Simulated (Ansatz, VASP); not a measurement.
TiB2: VASP beside Ansatz

```
Ti B
1.0
     6.06350    0.00000    0.00000
    -4.54763    7.87672    0.00000
     0.00000    0.00000    6.44836
Ti B
12 24
Direct
  0.00000 0.00000 0.00000
  0.00000 0.00000 0.50000
  0.00000 0.33333 0.00000
  0.00000 0.33333 0.50000
  0.00000 0.66667 0.00000
  0.00000 0.66667 0.50000
  0.50000 0.00000 0.00000
  0.50000 0.00000 0.50000
  0.50000 0.33333 0.00000
  0.50000 0.33333 0.50000
  0.50000 0.66667 0.00000
  0.50000 0.66667 0.50000
  0.16667 0.22222 0.25000
  0.33333 0.11111 0.25000
  0.16667 0.22222 0.75000
  0.33333 0.11111 0.75000
  0.16667 0.55556 0.25000
  0.33333 0.44444 0.25000
  0.16667 0.55556 0.75000
  0.33333 0.44444 0.75000
  0.16667 0.88889 0.25000
  0.33333 0.77778 0.25000
  0.16667 0.88889 0.75000
  0.33333 0.77778 0.75000
  0.66667 0.22222 0.25000
  0.83333 0.11111 0.25000
  0.66667 0.22222 0.75000
  0.83333 0.11111 0.75000
  0.66667 0.55556 0.25000
  0.83333 0.44444 0.25000
  0.66667 0.55556 0.75000
  0.83333 0.44444 0.75000
  0.66667 0.88889 0.25000
  0.83333 0.77778 0.25000
  0.66667 0.88889 0.75000
  0.83333 0.77778 0.75000
```

Alike in both runs: task single point; functional PBE; k mesh 1 × 1 × 1; occupations methfessel-paxton of order 1, width 0.1 eV; no spin polarisation.

|  | VASP | Ansatz |
| --- | --- | --- |
| version | VASP 6.6.1 | Ansatz 0.2.0 |
| potentials or method | VASP PAW PBE potentials, release 64 (Ti_sv, B), cutoff 520 eV | plane-wave PAW DFT |
| valence electrons in the cell | 216 | 216 |

```tsv
	VASP	Ansatz	Ansatz less VASP
rms of the force components (eV/Å)	0.114	0.114	-0.0006
```

The functional is the same, so the differences come from potentials, cutoffs and numerics.

The k mesh is coarse, so the values compare programs but aren't converged.
